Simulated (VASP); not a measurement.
Set up this calculation in VASP 6.6.1, as the native input.

* Task: single point
* Functional: PBE
* Potentials or basis: VASP PAW PBE potentials, release 64 (Ni)
* Cutoff: 520 eV
* k mesh: 18 × 18 × 18
* Occupations: fermi-dirac, width 0.05 eV
* Spin: collinear spin, ferromagnetic start
* Starting moments: [1.0] μB
* Dipole correction: no
* k mesh for the DOS: 27 × 27 × 27
* Occupations for the DOS: tetrahedron
* Further INCAR settings: ALGO = Normal; EDIFF = 1e-06

Crystal: Ni.

```
CELL_PARAMETERS angstrom
0.00000 1.34797 1.34797
1.34797 0.00000 1.34797
1.34797 1.34797 0.00000
ATOMIC_POSITIONS crystal
Ni 0.00000 0.00000 0.00000
```

One way to write it, as run:

POSCAR

```
Ni
1.0
    0.0000000000      1.3479749894      1.3479749894
    1.3479749894      0.0000000000      1.3479749894
    1.3479749894      1.3479749894      0.0000000000
Ni
1
Direct
    0.0000000000      0.0000000000      0.0000000000
```

INCAR.step1

```
SYSTEM = Ni
PREC = Accurate
ENCUT = 520
EDIFF = 1E-6
ISMEAR = -1
SIGMA = 0.05
LREAL = .FALSE.
LASPH = .TRUE.
NELM = 150
ALGO = Normal
ISIF = 2
LWAVE = .FALSE.
LCHARG = .TRUE.
ISPIN = 2
MAGMOM = 1
LMAXMIX = 4
GGA = PE
NBANDS = 15
```

KPOINTS.step1

```
regular mesh
0
G
  18 18 18
  0 0 0
```

INCAR.step2

```
SYSTEM = Ni
PREC = Accurate
ENCUT = 520
EDIFF = 1E-6
ISMEAR = -5
SIGMA = 0.05
LREAL = .FALSE.
LASPH = .TRUE.
NELM = 150
ALGO = Normal
ISIF = 2
LWAVE = .FALSE.
LCHARG = .FALSE.
ISPIN = 2
MAGMOM = 1
LORBIT = 10
LMAXMIX = 4
GGA = PE
NEDOS = 2001
ICHARG = 11
```

KPOINTS.step2

```
regular mesh
0
G
  27 27 27
  0 0 0
```

Potentials or basis: VASP PAW PBE potentials, release 64 (Ni).

Run with:

```bash
$ cat potpaw_PBE.64/Ni/POTCAR > POTCAR
$ cp INCAR.step1 INCAR
$ cp KPOINTS.step1 KPOINTS
$ mpirun -np 1 vasp_std > vasp.out
$ cp INCAR.step2 INCAR
$ cp KPOINTS.step2 KPOINTS
$ mpirun -np 1 vasp_std > vasp.out
```

It gave:

```json
{
  "Net moment": "0.00 μB per cell"
}
```

Wall time 66 s on 1 thread of Intel Xeon 8259CL, with other jobs on the host, peak memory 0.16 GiB.
